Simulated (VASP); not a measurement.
# Pb in VASP: further runs, part 2 of 2

VASP 6.6.1. The steps go on from the part before.

### 3 Single point, PBEsol+D3(BJ)

This run uses another cell than the first one, of 32.14 Å³/atom, 1.060 times its volume.

File INCAR:

```
PREC = Accurate ; ENCUT = 520
EDIFF = 1E-7 ; ISMEAR = -1
SIGMA = 0.05 ; LREAL = F
LASPH = T ; NELM = 60
ALGO = Normal ; ISIF = 2
LWAVE = F ; LCHARG = F
GGA = PS ; IVDW = 12
NBANDS = 13
```

File KPOINTS:

```
Automatic mesh
0
Gamma
  9 9 9
```

File POSCAR:

```
Pb
1.0
    0.0000000000      2.5235621278      2.5235621278
    2.5235621278      0.0000000000      2.5235621278
    2.5235621278      2.5235621278      0.0000000000
Pb
1
Direct
    0.0000000000      0.0000000000      0.0000000000
```

Potentials or basis: VASP PAW PBE potentials, release 64 (Pb_d).

Command:

```
cat potpaw_PBE.64/Pb_d/POTCAR > POTCAR
mpirun -np 1 vasp_std > vasp.out
```

OUTCAR:

```text
PREC = Accurate
   ENCUT = 520
   EDIFF = 1E-7
   ISMEAR = -1
   LREAL = F
   LASPH = T
   NELM = 60
   ISIF = 2
   GGA = PS
   IVDW = 12
 IVDW          = 12

 ion  position               nearest neighbor table
   1  0.000  0.000  0.000-

  LATTYP: Found a face centered cubic cell.
 ALAT       =     5.0471242556

  Lattice vectors:

 A1 = (   0.0000000000,   2.5235621278,   2.5235621278)
 A2 = (   2.5235621278,   0.0000000000,   2.5235621278)
 A3 = (   2.5235621278,   2.5235621278,   0.0000000000)

Analysis of symmetry for initial positions (statically):
[... 5 lines left out ...]
 face centered cubic supercell.

 Subroutine GETGRP returns: Found 48 space group operations
 (whereof 48 operations were pure point group operations)
 out of a pool of 48 trial point group operations.

The static configuration has the point symmetry O_h .

Analysis of symmetry for dynamics (positions and initial velocities):
[... 5 lines left out ...]
 face centered cubic supercell.

 Subroutine GETGRP returns: Found 48 space group operations
 (whereof 48 operations were pure point group operations)
 out of a pool of 48 trial point group operations.

The dynamic configuration has the point symmetry O_h .

 Subroutine INISYM returns: Found 48 space group operations
 (whereof 48 operations are pure point group operations),
 and found     1 'primitive' translations

----------------------------------------------------------------------------------------

                                     Primitive cell

  volume of cell :      32.1419

  direct lattice vectors                    reciprocal lattice vectors
     0.000000000  2.523562128  2.523562128    -0.198132629  0.198132629  0.198132629
     2.523562128  0.000000000  2.523562128     0.198132629 -0.198132629  0.198132629
     2.523562128  2.523562128  0.000000000     0.198132629  0.198132629 -0.198132629

  length of vectors
     3.568855787  3.568855787  3.568855787     0.343175781  0.343175781  0.343175781
[... 102 lines left out ...]
  Thomas-Fermi vector in A             =   2.375385
   LORBIT       =      0    0 simple, 1 ext, 2 COOP (PROOUT), +10 PAW based schemes
   GGA     = PS    functional components
   LHFCALC =     F    Hartree Fock is set to
   AEXX    =    0.0000 exact exchange contribution
   IVDW    =    12    specifies the selected vdW correction
   LEPSILON=     F    determine dielectric tensor
   LRPA    =     F    only Hartree local field effects (RPA)
 non-spin polarized calculation
  energy-cutoff  :      520.00
  volume of cell :       32.14
 maximum number of plane-waves:       893
   NGX = 13   NGY = 13   NGZ = 13

 number of electron      14.0000003 magnetization

 Free energy of the ion-electron system (eV)
  ---------------------------------------------------
  ext. energy  EPLUGINS =         0.00000000
  ---------------------------------------------------
  free energy    TOTEN  =        -3.99670783 eV

  energy without entropy =       -3.99339852  energy(sigma->0) =       -3.99505317

 E-fermi :   6.3325     XC(G=0): -10.0650

 val. band max:        6.3111803993   @ k =   0.3333   0.3333   0.0000
 cond. band min:       6.3651646623   @ k =  -0.2222   0.3333   0.1111
 fundamental gap:      0.0539842630
 Fermi energy:         6.3324573223

 k-point     1 :       0.0000    0.0000    0.0000
  band No.  band energies     occupation
      1     -10.4868      2.00000
      2     -10.4868      2.00000
      3     -10.4868      2.00000
      4     -10.3682      2.00000
      5     -10.3682      2.00000
      6      -4.9190      2.00000
      7      13.4268      0.00000
      8      13.4268      0.00000
      9      13.4268      0.00000
     10      16.1871      0.00000
     11      17.0455      0.00000
     12      18.5258      0.00000
     13      18.5258      0.00000
[... 354 lines left out ...]
  band No.  band energies     occupation
      1     -10.6187      2.00000
      2     -10.5383      2.00000
      3     -10.2662      2.00000
      4     -10.2329      2.00000
      5     -10.2329      2.00000
      6      -0.7104      2.00000
      7       3.8837      2.00000
      8       8.5347      0.00000
      9       8.5347      0.00000
     10      11.7640      0.00000
     11      12.9828      0.00000
     12      24.4048      0.00000
     13      25.7582      0.00000

 [... further k-points ...]

------------------------ aborting loop because EDIFF is reached ----------------------------------------

 Edisp (eV)   -0.41533

 E8    (eV) :    -0.3034

  FORCE on cell =-STRESS in cart. coord.  units (eV):
  Direction    XX          YY          ZZ          XY          YZ          ZX
  --------------------------------------------------------------------------------------
  -------------------------------------------------------------------------------------
  Total      -1.02930    -1.02930    -1.02930     0.00000     0.00000     0.00000
  in kB     -51.30731   -51.30731   -51.30731     0.00000     0.00000     0.00000
  external pressure =      -51.31 kB  Pullay stress =        0.00 kB

 VOLUME and BASIS-vectors are now :
 -----------------------------------------------------------------------------
  energy-cutoff  :      520.00
  volume of cell :       32.14
      direct lattice vectors                 reciprocal lattice vectors
     0.000000000  2.523562128  2.523562128    -0.198132629  0.198132629  0.198132629
     2.523562128  0.000000000  2.523562128     0.198132629 -0.198132629  0.198132629
     2.523562128  2.523562128  0.000000000     0.198132629  0.198132629 -0.198132629

 POSITION                                       TOTAL-FORCE (eV/Angst)
 -----------------------------------------------------------------------------------
      0.00000      0.00000      0.00000        -0.000000     -0.000000     -0.000000
 -----------------------------------------------------------------------------------
    total drift:                               -0.000000     -0.000000     -0.000000

  FREE ENERGIE OF THE ION-ELECTRON SYSTEM (eV)
  ---------------------------------------------------
  free  energy   TOTEN  =        -4.4120395906 eV

  energy  without entropy=       -4.4087302820  energy(sigma->0) =       -4.41038494
```

OSZICAR:

```text
N       E                     dE             d eps       ncg     rms          rms(c)
DAV:   1     0.105598103355E+03    0.10560E+03   -0.70111E+03   920   0.125E+03
DAV:   2     0.128922019281E+01   -0.10431E+03   -0.10102E+03   940   0.308E+02
DAV:   3    -0.388009252703E+01   -0.51693E+01   -0.51572E+01  1143   0.733E+01
DAV:   4    -0.400631931969E+01   -0.12623E+00   -0.12621E+00  1122   0.123E+01
DAV:   5    -0.401199601108E+01   -0.56767E-02   -0.56766E-02  1278   0.239E+00    0.527E-01
DAV:   6    -0.399968873649E+01    0.12307E-01   -0.16982E-02  1189   0.225E+00    0.257E-01
DAV:   7    -0.399685125421E+01    0.28375E-02   -0.68534E-03  1180   0.131E+00    0.944E-02
DAV:   8    -0.399670795483E+01    0.14330E-03   -0.40410E-04  1352   0.339E-01    0.997E-03
DAV:   9    -0.399670785216E+01    0.10267E-06   -0.84305E-06  1205   0.500E-02    0.437E-03
DAV:  10    -0.399670784034E+01    0.11816E-07   -0.10323E-06  1155   0.164E-02    0.183E-04
DAV:  11    -0.399670782537E+01    0.14973E-07   -0.20644E-08   715   0.139E-03
   1 F= -.44120396E+01 E0= -.44103849E+01  d E =-.330931E-02
```

Wall time 5.8 s (1 thread of Intel Xeon 6975P-C (Granite Rapids), shared host); peak memory 0.17 GiB.

Results:

```yaml
Free_energy: -4.4120 eV
Pressure: -5.1 GPa
Band_gap_on_the_k_mesh: zero (band 7 reaches 13.43 eV, above the bottom of band 8 at 5.03 eV)
Dispersion_energy_per_atom: -0.415 eV
```

Caveat: the PAW data sets were made with another functional, which shifts forces and pressure a little; spin-orbit coupling is left out, which moves the levels of the heavy elements; pairwise dispersion overbinds metals, which lowers pressure and volume.

### 4 Single point, RPBE

This run uses another cell than the first one, of 32.14 Å³/atom, 1.060 times its volume.

File INCAR:

```
PREC = Accurate
ENCUT = 520
EDIFF = 1E-7
ISMEAR = -1
SIGMA = 0.05
LREAL = F
LASPH = T
NELM = 100
ALGO = Fast
ISIF = 2
LWAVE = F
LCHARG = F
GGA = RP
NBANDS = 13
```

File KPOINTS:

```
regular mesh
0
Gamma
  9 9 9
```

POSCAR is that of step 3.

Command:

```
cat potpaw_PBE.64/Pb_d/POTCAR > POTCAR
mpirun -np 1 vasp_std > vasp.out
```

Run time: 8.2 s. Hardware: 1 thread of Intel Xeon 6975P-C (Granite Rapids), shared host; peak memory 0.15 GiB.

It converged, with:

```yaml
Free_energy: -3.1929 eV
Pressure: 1.1 GPa
Band_gap_on_the_k_mesh: zero (band 7 reaches 13.77 eV, above the bottom of band 8 at 5.35 eV)
```

Levels at points of the mesh, in eV from the Fermi level:
```csv
k point,band 4,band 5,band 6,band 7,band 8,band 9,band 10,band 11
"(0.00, 0.00, 0.00)",-16.87,-16.87,-11.24,7.11,7.11,7.11,9.81,10.69
```

Caveat: the PAW data sets were made with another functional, which shifts forces and pressure a little; spin-orbit coupling is left out, which moves the levels of the heavy elements.

### 5 Overview

```tsv
level	cell	gap on the mesh (eV)	pressure (GPa)
RPBE+D3(BJ)	a = 3.495, b = 3.545, c = 3.494 Å, angles 59.4, 60.0, 59.4°, 1 atom	none	-16.8
PBEsol+D3(BJ)	a = 3.569 Å, angles 60.0°, 1 atom	none	-5.1
RPBE	a = 3.569 Å, angles 60.0°, 1 atom	none	1.1
```

Alike in all rows: task single point; potentials or basis VASP PAW PBE potentials, release 64 (Pb_d); no spin polarisation; k mesh 9 × 9 × 9; cutoff (eV) 520; smearing fermi-dirac 0.05 eV.

Caveats: the PAW data sets were made with another functional, which shifts forces and pressure a little; spin-orbit coupling is left out, which moves the levels of the heavy elements; pairwise dispersion overbinds metals, which lowers pressure and volume (some runs); three body term missing (some runs).

Absolute energies hang on the potentials; compare differences alone.
